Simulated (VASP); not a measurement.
# Hf (Fd-3m) in VASP: single point with r2SCAN

Aim: the single point of Hf with r2SCAN.

All numbers are computed with VASP 6.6.1; they aren't measurements. Logs are shortened: lines on timing, memory, paths and dates and some standing lists are left out, and cuts for length are marked.

## 1. The cell of the first run

The structure is cubic, space group Fd-3m (No. 227). Conventional cell: a = 6.473 Å, b = 6.473 Å, c = 6.473 Å, α = 90.00°, β = 90.00°, γ = 90.00°. Hf (site symmetry -43m) has 4 Hf at 2.80 Å within 3.7 Å.

This isn't the form of Hf at room conditions, which is hcp.

## 2. Single point, r2SCAN

Input file POSCAR:

```
Hf
1.0
    0.0000000000      3.2364373054      3.2364373054
    3.2364373054      0.0000000000      3.2364373054
    3.2364373054      3.2364373054      0.0000000000
Hf
2
Direct
    0.0000000000      0.0000000000      0.0000000000
    0.2500000000      0.2500000000      0.2500000000
```

Input file INCAR.step1:

```
ALGO     = Normal         # electronic algorithm
EDIFF    = 1E-4           # SCF threshold, eV
ENCUT    = 520            # plane-wave cutoff, eV
GGA      = PE             # functional
ISMEAR   = 0              # smearing method
LASPH    = T              # aspherical terms in the spheres
LCHARG   = F              # write CHGCAR
LREAL    = F              # projectors in reciprocal space
LWAVE    = T              # write WAVECAR
NBANDS   = 17             # bands
NELM     = 60             # most SCF steps
PREC     = Accurate       # precision mode
SIGMA    = 0.1            # smearing width, eV
```

Input file INCAR.step2:

```
ALGO     = Normal         # electronic algorithm
EDIFF    = 1E-7           # SCF threshold, eV
ENCUT    = 520            # plane-wave cutoff, eV
ISIF     = 2              # what is computed and relaxed
ISMEAR   = 0              # smearing method
ISTART   = 1            
LASPH    = T              # aspherical terms in the spheres
LCHARG   = F              # write CHGCAR
LMIXTAU  = T            
LREAL    = F              # projectors in reciprocal space
LWAVE    = F              # write WAVECAR
METAGGA  = R2SCAN         # meta-GGA
NBANDS   = 17             # bands
NELM     = 60             # most SCF steps
PREC     = Accurate       # precision mode
SIGMA    = 0.1            # smearing width, eV
```

Input file KPOINTS:

```
k-points
0
Gamma
  14 14 14
```

Potentials or basis: VASP PAW PBE potentials, release 64 (Hf_pv).

On the command line:

```
> cat potpaw_PBE.64/Hf_pv/POTCAR > POTCAR
> cp INCAR.step1 INCAR
> mpirun -np 1 vasp_std > vasp.out
> cp INCAR.step2 INCAR
> mpirun -np 1 vasp_std > vasp.out
```

OUTCAR:

```text
EDIFF = 1E-7
   ENCUT = 520
   ISIF = 2
   ISMEAR = 0
   ISTART = 1
   LASPH = T
   LREAL = F
   METAGGA = R2SCAN
   NELM = 60
   PREC = Accurate

 ion  position               nearest neighbor table
   1  0.000  0.000  0.000-   2 2.80   2 2.80   2 2.80   2 2.80
   2  0.250  0.250  0.250-   1 2.80   1 2.80   1 2.80   1 2.80

  LATTYP: Found a face centered cubic cell.
 ALAT       =     6.4728746108

  Lattice vectors:

 A1 = (   0.0000000000,   3.2364373054,   3.2364373054)
 A2 = (   3.2364373054,   0.0000000000,   3.2364373054)
 A3 = (   3.2364373054,   3.2364373054,   0.0000000000)

Analysis of symmetry for initial positions (statically):
=====================================================================
 Subroutine PRICEL returns:
 Original cell was already a primitive cell.

 Routine SETGRP: Setting up the symmetry group for a
 face centered cubic supercell.

 Subroutine GETGRP returns: Found 48 space group operations
 (whereof 24 operations were pure point group operations)
 out of a pool of 48 trial point group operations.

The static configuration has the point symmetry T_d .
 The point group associated with its full space group is O_h .

Analysis of symmetry for dynamics (positions and initial velocities):
=====================================================================
 Subroutine PRICEL returns:
 Original cell was already a primitive cell.

 Routine SETGRP: Setting up the symmetry group for a
 face centered cubic supercell.

 Subroutine GETGRP returns: Found 48 space group operations
 (whereof 24 operations were pure point group operations)
 out of a pool of 48 trial point group operations.

The dynamic configuration has the point symmetry T_d .
 The point group associated with its full space group is O_h .

 Subroutine INISYM returns: Found 48 space group operations
 (whereof 24 operations are pure point group operations),
 and found     1 'primitive' translations

----------------------------------------------------------------------------------------

                                     Primitive cell

  volume of cell :      67.8003

  direct lattice vectors                    reciprocal lattice vectors
     0.000000000  3.236437305  3.236437305    -0.154490865  0.154490865  0.154490865
     3.236437305  0.000000000  3.236437305     0.154490865 -0.154490865  0.154490865
     3.236437305  3.236437305  0.000000000     0.154490865  0.154490865 -0.154490865

  length of vectors
     4.577013531  4.577013531  4.577013531     0.267586028  0.267586028  0.267586028

  position of ions in fractional coordinates (direct lattice)
     0.000000000  0.000000000  0.000000000
     0.250000000  0.250000000  0.250000000

  ion indices of the primitive-cell ions
   primitive index   ion index
                 1           1
                 2           2

----------------------------------------------------------------------------------------

 KPOINTS: k-points

Automatic generation of k-mesh.
 Grid dimensions read from file:
 generate k-points for:   14   14   14

 Generating k-lattice:

  Cartesian coordinates                     Fractional coordinates (reciprocal lattice)
    -0.011035062  0.011035062  0.011035062     0.071428571  0.000000000  0.000000000
     0.011035062 -0.011035062  0.011035062     0.000000000  0.071428571  0.000000000
     0.011035062  0.011035062 -0.011035062     0.000000000  0.000000000  0.071428571

  Length of vectors
     0.019113288  0.019113288  0.019113288

  Shift w.r.t. Gamma in fractional coordinates (k-lattice)
     0.000000000  0.000000000  0.000000000

 Subroutine IBZKPT returns following result:
 ===========================================

 Found    104 irreducible k-points:

 Following reciprocal coordinates:
            Coordinates               Weight
  0.000000  0.000000  0.000000      1.000000
  0.071429  0.000000  0.000000      8.000000
  0.142857  0.000000  0.000000      8.000000
  0.214286  0.000000  0.000000      8.000000
  0.285714  0.000000  0.000000      8.000000
  0.357143  0.000000  0.000000      8.000000
[... 16 lines left out ...]
  0.214286  0.142857  0.000000     24.000000
  0.285714  0.142857  0.000000     24.000000
 [... further k-points ...]
   k-points           NKPTS =    104   k-points in BZ     NKDIM =    104   number of bands    NBANDS=     17
   number of dos      NEDOS =    301   number of ions     NIONS =      2
   total plane-waves  NPLWV =  46656
   dimension x,y,z NGX =    36 NGY =   36 NGZ =   36
   dimension x,y,z NGXF=    72 NGYF=   72 NGZF=   72
   ions per type =               2
   NGX,Y,Z   is equivalent  to a cutoff of  13.08, 13.08, 13.08 a.u.
   NGXF,Y,Z  is equivalent  to a cutoff of  26.15, 26.15, 26.15 a.u.
 SYSTEM =  unknown system
   PREC   = accura    normal or accurate (medium, high low for compatibility)
   ISTART =      1    job   : 0-new  1-cont  2-samecut
   ICHARG =      0    charge: 1-file 2-atom 10-const
   ISPIN  =      1    spin polarized calculation?
   LNONCOLLINEAR =      F non collinear calculations
   LSORBIT =      F    spin-orbit coupling
   LASPH  =      T    aspherical Exc in radial PAW
   ENCUT  =  520.0 eV  38.22 Ry    6.18 a.u.   8.51  8.51  8.51*2*pi/ulx,y,z
   NELM   =     60;   NELMIN=  2; NELMDL=  0     # of ELM steps
   EDIFF  = 0.1E-06   stopping-criterion for ELM
   LREAL  =      F    real-space projection
   EDIFFG = 0.1E-05   stopping-criterion for IOM
   NSW    =      0    number of steps for IOM
   IBRION =     -1    ionic relax: 0-MD 1-quasi-New 2-CG
   NFREE  =      0    steps in history (QN), initial steepest desc. (CG)
   ISIF   =      2    stress and relaxation
   ISYM   =      2    0-nonsym 1-usesym 2-fastsym
   POTIM  = 0.5000    time-step for ionic-motion
   TEBEG  =    0.0;   TEEND  =   0.0 temperature during run
   PSTRESS=    0.0 pullay stress
   NELECT =      20.0000    total number of electrons
   NUPDOWN=      -1.0000    fix difference up-down
   EMIN   =  10.00;   EMAX   =-10.00  energy-range for DOS
   EFERMI =   0.00;   METHOD = LEGACY
   ISMEAR =     0;   SIGMA  =   0.10  broadening in eV -4-tet -1-fermi 0-gaus
   EFERMI_NEDOS =   21; number of points for ismear=-14 and -15
   IALGO  =     38    algorithm
   IMIX   =      4    mixing-type and parameters
     AMIX     =   0.40;   BMIX     =  1.00
     AMIX_MAG =   1.60;   BMIX_MAG =  1.00
  volume/ion in A,a.u.               =      33.90       228.77
  Fermi-wavevector in a.u.,A,eV,Ry     =   1.089785  2.059396 16.158716  1.187632
  Thomas-Fermi vector in A             =   2.225996
   LORBIT       =      0    0 simple, 1 ext, 2 COOP (PROOUT), +10 PAW based schemes
   METAGGA = R2SCAN    functional components
   LHFCALC =     F    Hartree Fock is set to
   AEXX    =    0.0000 exact exchange contribution
   IVDW    =     0    specifies the selected vdW correction
   LEPSILON=     F    determine dielectric tensor
   LRPA    =     F    only Hartree local field effects (RPA)
 non-spin polarized calculation
 Gauss-broadening in eV      SIGMA  =   0.10
  energy-cutoff  :      520.00
  volume of cell :       67.80
 maximum number of plane-waves:      1850
 NGX is ok and might be reduce to    36
   NGX = 17   NGY = 17   NGZ = 17

 number of electron      20.0000000 magnetization

 Free energy of the ion-electron system (eV)
  ---------------------------------------------------
  ext. energy  EPLUGINS =         0.00000000
  ---------------------------------------------------
  free energy    TOTEN  =       -84.31588701 eV

  energy without entropy =      -84.28915682  energy(sigma->0) =      -84.30252191

 E-fermi :   1.6518     XC(G=0):  -9.8505

 val. band max:        1.6512896578   @ k =   0.4286   0.2857   0.1429
 cond. band min:       1.6578705019   @ k =  -0.3571   0.3571   0.0714
 fundamental gap:      0.0065808441
 Fermi energy:         1.6518070830

 k-point     1 :       0.0000    0.0000    0.0000
  band No.  band energies     occupation
      1     -30.5198      2.00000
      2     -30.5198      2.00000
      3     -30.5198      2.00000
      4     -29.8600      2.00000
      5     -29.8600      2.00000
      6     -29.8600      2.00000
[... 9 lines left out ...]
     16       7.7303      0.00000
     17       7.7303      0.00000

 k-point     2 :       0.0714    0.0000    0.0000
  band No.  band energies     occupation
      1     -30.5238      2.00000
      2     -30.5238      2.00000
      3     -30.5193      2.00000
      4     -29.8613      2.00000
      5     -29.8559      2.00000
      6     -29.8559      2.00000
[... 9 lines left out ...]
     16       7.7104      0.00000
     17       7.7104      0.00000

 k-point     3 :       0.1429    0.0000    0.0000
  band No.  band energies     occupation
      1     -30.5345      2.00000
      2     -30.5345      2.00000
      3     -30.5177      2.00000
      4     -29.8650      2.00000
      5     -29.8446      2.00000
      6     -29.8446      2.00000
[... 9 lines left out ...]
     16       7.6464      0.00000
     17       7.6464      0.00000

 k-point     4 :       0.2143    0.0000    0.0000
  band No.  band energies     occupation
      1     -30.5495      2.00000
      2     -30.5495      2.00000
      3     -30.5157      2.00000
      4     -29.8702      2.00000
      5     -29.8290      2.00000
      6     -29.8290      2.00000
[... 9 lines left out ...]
     16       7.5256      0.00000
     17       7.5256      0.00000
[... 343 lines left out ...]
      1     -30.5515      2.00000
      2     -30.5515      2.00000
      3     -30.4890      2.00000
      4     -29.8955      2.00000
      5     -29.8271      2.00000
      6     -29.8271      2.00000
[... 9 lines left out ...]
     16       7.2565      0.00000
     17       7.8866      0.00000

 k-point    23 :       0.2143    0.1429    0.0000
  band No.  band energies     occupation
      1     -30.5670      2.00000
      2     -30.5668      2.00000
      3     -30.4748      2.00000
      4     -29.9120      2.00000
      5     -29.8111      2.00000
      6     -29.8110      2.00000
[... 9 lines left out ...]
     16       7.0188      0.00000
     17       7.8906      0.00000

 k-point    24 :       0.2857    0.1429    0.0000
  band No.  band energies     occupation
      1     -30.5852      2.00000
      2     -30.5826      2.00000
      3     -30.4619      2.00000
      4     -29.9271      2.00000
      5     -29.7944      2.00000
      6     -29.7930      2.00000
[... 9 lines left out ...]
     16       6.7597      0.00000
     17       7.8147      0.00000

 [... further k-points ...]
[... 5 lines left out ...]
  --------------------------------------------------------------------------------------
  -------------------------------------------------------------------------------------
  Total       -0.0427409     -0.0427409     -0.0427409      0.0000000      0.0000000      0.0000000
  in kB       -1.0100035     -1.0100035     -1.0100035      0.0000000      0.0000000      0.0000000
  external PRESSURE =      -1.0100035 kB  Pullay stress =       0.0000000 kB

 VOLUME and BASIS-vectors are now :
 -----------------------------------------------------------------------------
  energy-cutoff  :      520.00
  volume of cell :       67.80
      direct lattice vectors                 reciprocal lattice vectors
     0.000000000  3.236437305  3.236437305    -0.154490865  0.154490865  0.154490865
     3.236437305  0.000000000  3.236437305     0.154490865 -0.154490865  0.154490865
     3.236437305  3.236437305  0.000000000     0.154490865  0.154490865 -0.154490865

 POSITION                                       TOTAL-FORCE (eV/Angst)
 -----------------------------------------------------------------------------------
      0.00000      0.00000      0.00000        -0.000000     -0.000000     -0.000000
      1.61822      1.61822      1.61822         0.000000      0.000000      0.000000
 -----------------------------------------------------------------------------------
    total drift:                                0.000000      0.000000     -0.000000

  FREE ENERGIE OF THE ION-ELECTRON SYSTEM (eV)
  ---------------------------------------------------
  free  energy   TOTEN  =       -84.3158870083 eV

  energy  without entropy=      -84.2891568195  energy(sigma->0) =      -84.30252191
```

Run time: 9.9 min. Hardware: 1 thread of Intel Xeon Platinum 8259CL at 2.50GHz (Skylake/Cascade Lake), shared host; peak memory 0.28 GiB.

Results:

| Property | Result |
| --- | --- |
| Free energy | -84.3159 eV |
| Pressure | -0.1 GPa |
| Band gap on the k mesh | zero (bands 10 and 11 overlap by 0.70 eV) |

Caveat: the PAW data sets were made with another functional, which shifts forces and pressure a little; spin-orbit coupling is left out, which moves the levels of the heavy elements.
